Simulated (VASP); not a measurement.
# CaYb2O3: relaxation of shape and atoms at fixed volume with PBE

The system is CaYb2O3.

```
Ca Yb O
1.0
     3.52044    0.00000    0.00000
    -1.76022    3.04879    0.00000
     0.00000    0.00000    8.63493
Ca Yb O
1 2 3
Direct
  0.00000 0.00000 0.00000
  0.66667 0.33333 0.66690
  0.33333 0.66667 0.33310
  0.33333 0.66667 0.83038
  0.66667 0.33333 0.16962
  0.00000 0.00000 0.50000
```

```json
{"Program": "VASP 6.6.1", "Task": "relaxation of shape and atoms at fixed volume", "Functional": "PBE", "Potentials or basis": "VASP PAW PBE potentials, release 64 (Ca_sv, Yb, O)", "Cutoff": "600 eV", "k mesh": "12 × 12 × 4", "Occupations": "gaussian, width 0.1 eV", "Spin": "no spin polarisation", "Dipole correction": "no", "Further INCAR settings": "ALGO = Normal; EDIFF = 1e-07; IBRION = 2; EDIFFG = -0.01; NSW = 50; ISIF = 4"}
```

- Energy gained by relaxing: 0.1 meV/atom
- Ionic steps: 6
- Pressure after relaxing: -8.3 GPa
- Largest force after relaxing: 0.004 eV/Å
- Band gap on the k mesh: zero (bands 38 and 39 overlap by 0.05 eV)

Forces on the atoms (eV/Å):
```
Ca   0.000  0.000  0.000
Yb   0.000  0.000 -0.004
Yb   0.000  0.000  0.004
O    0.000  0.000  0.000
O    0.000  0.000  0.000
O    0.000  0.000  0.000
```

The path:
```
step  energy change (eV)  largest force (eV/Å)  pressure (GPa)  volume (Å³)
   1              0.0000                0.0560           -8.38        92.68
   2             -0.0003                0.0370           -9.40        92.68
   3             -0.0004                0.0167           -8.41        92.68
   4             -0.0004                0.0253           -8.35        92.68
   5             -0.0005                0.0166           -8.31        92.68
   6             -0.0005                0.0042           -8.29        92.68
```

Final structure:
```
Ca Yb O
1.0
     3.52038    0.00000    0.00000
    -1.76019    3.04874    0.00000
     0.00000    0.00000    8.63519
Ca Yb O
1 2 3
Cartesian
  -1.7602 3.0487 8.6352
  1.7602 1.0162 5.7567
  0.0000 2.0325 2.8785
  0.0000 2.0325 7.1616
  1.7602 1.0162 1.4736
  -1.7602 3.0487 4.3176
```

Levels at points of the mesh, in eV from the Fermi level:
| k point | band 34 | band 35 | band 36 | band 37 | band 38 | band 39 | band 40 | band 41 | band 42 | band 43 |
| --- | --- | --- | --- | --- | --- | --- | --- | --- | --- | --- |
| (0.00, 0.00, 0.00) | -0.20 | -0.20 | -0.19 | -0.09 | -0.07 | -0.07 | 2.32 | 2.44 | 2.44 | 2.67 |
| (0.50, 0.00, 0.00) | -0.26 | -0.24 | -0.23 | -0.19 | -0.15 | -0.12 | 2.31 | 2.37 | 3.47 | 3.49 |
| (0.00, 0.00, 0.50) | -0.18 | -0.18 | -0.12 | -0.09 | -0.09 | 0.48 | 0.98 | 2.25 | 2.47 | 2.83 |
| (0.50, 0.00, 0.50) | -0.23 | -0.23 | -0.22 | -0.18 | -0.12 | 0.47 | 0.72 | 2.91 | 3.84 | 3.98 |

Run time: 100 min on 1 thread of Intel Xeon 8259CL (shared host), peak memory 0.49 GiB.

Caveat: spin-orbit coupling is left out, which moves the levels of the heavy elements. With open d or f shells a metallic result of PBE can be an artefact of self-interaction; +U or a hybrid may open a gap.
